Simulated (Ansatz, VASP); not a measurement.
# Two plane-wave programs on CaO

Contents of INCAR:

```
SYSTEM = CaO
  ALGO = Normal
  EDIFF = 1E-6
  ENCUT = 520
  GGA = PE
  ISIF = 2
  ISMEAR = 0
  LASPH = .TRUE.
  LCHARG = .TRUE.
  LELF = .TRUE.
  LREAL = .FALSE.
  LVHAR = .TRUE.
  LWAVE = .FALSE.
  NBANDS = 15
  NELM = 60
  PREC = Accurate
  SIGMA = 0.05
```

File KPOINTS:

```
k-points
0
G
  8 8 8
  0 0 0
```

Contents of POSCAR:

```
CaO
1.0
    0.0000000000      2.5224700000      2.4122650000
    2.5224700000      0.0000000000      2.4122650000
    2.5224700000      2.5224700000      0.0000000000
Ca O
1 1
Direct
    0.0000000000      0.0000000000      0.0000000000
    0.5000000000      0.5000000000      0.5000000000
```

Input for Ansatz:

```yaml
crystal:
  lattice:
    - [0.0, 2.52247, 2.412265]
    - [2.52247, 0.0, 2.412265]
    - [2.52247, 2.52247, 0.0]
  atoms:
    - { symbol: Ca, position: [0.0, 0.0, 0.0] }
    - { symbol: O, position: [0.5, 0.5, 0.5] }
basis:
  ecutwfc: 420
kpoints:
  mp_grid: { grid: [8, 8, 8] }
hamiltonian:
  xc: pbe
scf:
  occupations: { method: gaussian, width: 0.05 }
output:
  forces: true
  stress: true
  eigenvalues: true
```

Change from the starting cell: strain +0.030 along x and y, -0.015 along z, atoms carried along.

Alike in both runs: task single point; functional PBE; k mesh 8 × 8 × 8; occupations gaussian, width 0.05 eV; no spin polarisation.

|  | VASP | Ansatz |
| --- | --- | --- |
| version | VASP 6.6.1 | Ansatz 0.2.0 |
| potentials or method | VASP PAW PBE potentials, release 64 (Ca_sv, O), cutoff 520 eV | scalar-relativistic, plane waves, PAW |
| valence electrons in the cell | 16 | 16 |

```tsv
	VASP	Ansatz	Ansatz less VASP
gap on the k mesh at the Fermi level (eV)	3.51	3.52	+0.017
least direct gap on the mesh (eV)	3.85	3.86	+0.014
pressure (GPa)	-6.7	-7.1	-0.38
traceless stress, the component that is largest in VASP (GPa)	2.86	2.71	-0.153
```

The functional is the same, so the differences come from potentials, cutoffs and numerics.
